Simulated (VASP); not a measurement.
Wanted: the native input for a VASP 6.6.1 run.

```
Task                   : electric field gradients
Functional             : LDA
Potentials or basis    : VASP PAW LDA potentials, release 64 (Ag)
Cutoff                 : 520 eV
k mesh                 : 14 × 14 × 4
Occupations            : fermi-dirac, width 0.08 eV
Spin                   : no spin polarisation
Dipole correction      : no
Further INCAR settings : ALGO = Normal; EDIFF = 1e-08; NBANDS = 30
```

The structure of Ag lies in POSCAR:

```
Ag
1.0
    2.9053133657      0.0000000000      0.0000000000
   -1.4526566828      2.5160751807      0.0000000000
    0.0000000000      0.0000000000     10.0662270956
Ag
4
Direct
    0.3333333333      0.6666666667      0.2500000000
    0.6666666667      0.3333333333      0.7500000000
    0.0000000000      0.0000000000      0.0000000000
    0.0000000000      0.0000000000      0.5000000000
```

This isn't the form of Ag at room conditions, which is fcc.

The input as run:

INCAR

```
PREC = Accurate ; ENCUT = 520
EDIFF = 1E-8 ; ISMEAR = -1
SIGMA = 0.08 ; LREAL = F
LASPH = T ; NELM = 80
ALGO = Normal ; ISIF = 2
LWAVE = F ; LCHARG = F
GGA = CA ; LEFG = T
NBANDS = 30
```

KPOINTS

```
Automatic mesh
0
Gamma
  14 14 4
```

Potentials or basis: VASP PAW LDA potentials, release 64 (Ag).

The run is started by

```sh
$ cat potpaw_LDA.64/Ag/POTCAR > POTCAR
$ mpirun -np 1 vasp_std > vasp.out
```

Results of the run:

The pressure is -12.3 GPa and the band gap on the k mesh is zero (bands 22 and 23 overlap by 5.97 eV). The largest electric field gradient by atom is Ag +10.3, +9.4 (each value once) V/Å².

Caveat: the cell stands under tension; without QUAD_EFG the Cq values of the log hold for a quadrupole moment of 1 mb, not for the nuclei.

Wall time 110 s on 1 thread of Intel(R) Xeon(R) Platinum 8259CL CPU @ 2.50GHz (Skylake/Cascade Lake), with other jobs on the host, peak memory 0.24 GiB.
